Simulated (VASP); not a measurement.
Wanted: the native input for a VASP 6.6.1 run.

- Task: single point
- Functional: PBE
- Potentials or basis: VASP PAW PBE potentials, release 64 (Si)
- Cutoff: 520 eV
- k mesh: 12 × 12 × 6
- Occupations: gaussian, width 0.05 eV
- Spin: no spin polarisation
- Dipole correction: no
- Further INCAR settings: ALGO = Normal; EDIFF = 1e-06; NBANDS = 16

The structure of Si lies in POSCAR:

```
Si
1.0
    3.9946794941      0.0000000000      0.0000000000
   -1.9973397471      3.4594939219      0.0000000000
    0.0000000000      0.0000000000      5.9153213949
Si
4
Direct
    0.3333333333      0.6666666667      0.0487915372
    0.6666666667      0.3333333333      0.5487915372
    0.3333333333      0.6666666667      0.4512084628
    0.6666666667      0.3333333333      0.9512084628
```

This isn't the form of Si at room conditions, which is diamond.

This cell differs from its parent crystal: atoms shifted along a free coordinate, c/a of the conventional cell at fixed volume 1.4808.

These files were run (other wordings do the same):

INCAR

```
SYSTEM = Si
PREC = Accurate
ENCUT = 520
EDIFF = 1E-6
ISMEAR = 0
SIGMA = 0.05
LREAL = .False.
LASPH = .True.
NELM = 100
ALGO = Normal
ISIF = 2
LWAVE = .False.
LCHARG = .False.
GGA = PE
NBANDS = 16
```

KPOINTS

```
regular mesh
0
Gamma
  12 12 6
  0 0 0
```

Potentials or basis: VASP PAW PBE potentials, release 64 (Si).

Command:

```console
$ cat potpaw_PBE.64/Si/POTCAR > POTCAR
$ mpirun -np 1 vasp_std > vasp.out
```

Results of the run:

```
Pressure               : -0.4 GPa
Largest force          : 0.748 eV/Å
Band gap on the k mesh : zero (bands 8 and 9 overlap by 0.32 eV)
```

Caveat: semilocal functionals underestimate gaps, so a narrow gap can read as zero.

It took 2.7 min on 1 thread of Intel Xeon 8259CL (shared host), peak memory 0.23 GiB.
